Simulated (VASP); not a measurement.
Wanted: the native input for a VASP 6.6.1 run.

| Quantity | Value |
| --- | --- |
| Task | single point |
| Functional | LDA |
| Potentials or basis | VASP PAW LDA potentials, release 64 (Cu_sv_GW) |
| Cutoff | 820 eV |
| k mesh | 12 × 12 × 4 |
| Occupations | fermi-dirac, width 0.05 eV |
| Spin | no spin polarisation |
| Dipole correction | no |
| Further INCAR settings | ALGO = Normal; EDIFF = 1e-06; NBANDS = 46 |

The structure of Cu lies in POSCAR:

```
Cu
1.0
    2.5803994521      0.0000000000      0.0000000000
   -1.2901997261      2.2346914775      0.0000000000
    0.0000000000      0.0000000000      8.4238525920
Cu
4
Direct
    0.6666666667      0.3333333333      0.7500000000
    0.0000000000      0.0000000000      0.5000000000
    0.3333333333      0.6666666667      0.2500000000
    0.0000000000      0.0000000000      0.0000000000
```

This isn't the form of Cu at room conditions, which is fcc.

The input as run:

INCAR

```
ALGO     = Normal         # electronic algorithm
EDIFF    = 1E-6           # SCF threshold, eV
ENCUT    = 820            # plane-wave cutoff, eV
GGA_COMPAT= F            
ISIF     = 2              # what is computed and relaxed
ISMEAR   = -1             # smearing method
LASPH    = T              # aspherical terms in the spheres
LCHARG   = F              # write CHGCAR
LREAL    = F              # projectors in reciprocal space
LWAVE    = F              # write WAVECAR
NBANDS   = 46             # bands
NELM     = 120            # most SCF steps
PREC     = Accurate       # precision mode
SIGMA    = 0.05           # smearing width, eV
```

KPOINTS

```
k-points
0
Gamma
  12 12 4
```

Potentials or basis: VASP PAW LDA potentials, release 64 (Cu_sv_GW).

The run is started by

```sh
$ cat potpaw_LDA.64/Cu_sv_GW/POTCAR > POTCAR
$ mpirun -np 1 vasp_std > vasp.out
```

Results of the run:

```yaml
Pressure: -16.5 GPa
Band_gap_on_the_k_mesh: zero (bands 38 and 39 overlap by 5.07 eV)
```

Caveat: the cell stands under tension.

Wall time 2.4 min on 1 thread of Intel(R) Xeon(R) 6975P-C (Granite Rapids), on a shared host, peak memory 0.31 GiB.
